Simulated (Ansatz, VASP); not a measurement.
AlGa3P4: VASP beside Ansatz

```xyz
8
Lattice="3.8178 0.0000 0.0000 0.0000 3.8149 5.3899 0.0000 -3.8149 5.3899" Properties=species:S:1:pos:R:3 pbc="T T T"
Al    0.0000    0.0000    0.0029
Ga    1.9089   -1.9064    2.6952
Ga    1.9089    1.9064    2.6952
Ga    0.0000    0.0000    5.3884
P     1.9089    0.0000    1.3413
P     0.0000   -1.9118    4.0451
P     0.0000    1.9118    4.0451
P     1.9089    0.0000    6.7367
```

Alike in both runs: task single point; functional PBE; k mesh 6 × 4 × 4; no spin polarisation.

|  | VASP | Ansatz |
| --- | --- | --- |
| version | VASP 6.6.1 | Ansatz 0.2.0 |
| potentials or method | VASP PAW PBE potentials, release 64 (Al, Ga_d, P) | plane waves, PAW |
| plane-wave cutoff (eV) | 520 | 420 |
| occupations | gaussian, width 0.01 eV | fixed |
| valence electrons in the cell | 62 | 62 |

```csv
,VASP,Ansatz,Ansatz less VASP
gap on the k mesh at the Fermi level (eV),1.53,1.53,0.000
pressure (GPa),5.5,5.6,+0.09
rms of the force components (eV/Å),0.008,0.009,+0.0013
```

Atom by atom the forces differ by 0.001 eV/Å (rms over components).
